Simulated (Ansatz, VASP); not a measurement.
**Ag: VASP beside Ansatz**

```
CELL_PARAMETERS angstrom
0.00000 3.15598 3.79749
3.14019 0.00000 3.79749
3.14019 3.15598 0.00000
ATOMIC_POSITIONS crystal
Ag 0.24885 0.24885 0.75115
Ag 0.75115 0.75115 0.24885
```

Alike in both runs: task relaxation of cell and atoms; functional PBE; dispersion D3(BJ); k mesh 4 × 4 × 4; occupations gaussian, width 0.1 eV; no spin polarisation.

|  | VASP | Ansatz |
| --- | --- | --- |
| version | VASP 6.6.1 | Ansatz 0.2.0 |
| potentials or method | VASP PAW PBE potentials, release 64 (Ag), cutoff 600 eV | scalar-relativistic, plane waves, PAW |
| valence electrons in the cell | 22 | 38 |

Ansatz gave:

* gap on the k mesh at the Fermi level, each at its own relaxed structure (eV): none
* relaxed volume (Å³/atom): 19.63
* relaxed cell length with the largest relative difference (Å): 3.814

Problem. Estimate VASP's values.

Solution. gap on the k mesh at the Fermi level, each at its own relaxed structure (eV): none; relaxed volume (Å³/atom): 19.62; relaxed cell length with the largest relative difference (Å): 3.812.

A gap of «none» marks a metal or a gap that the smearing closes. VASP's potentials hold 22 valence electrons a cell and Ansatz's 38, so a difference there can come from the potentials and not from the codes.

The k mesh is coarse, so the values compare programs but aren't converged. Noted on VASP's run: the volume moved by over 15 % at a fixed basis, so the end points are rough.
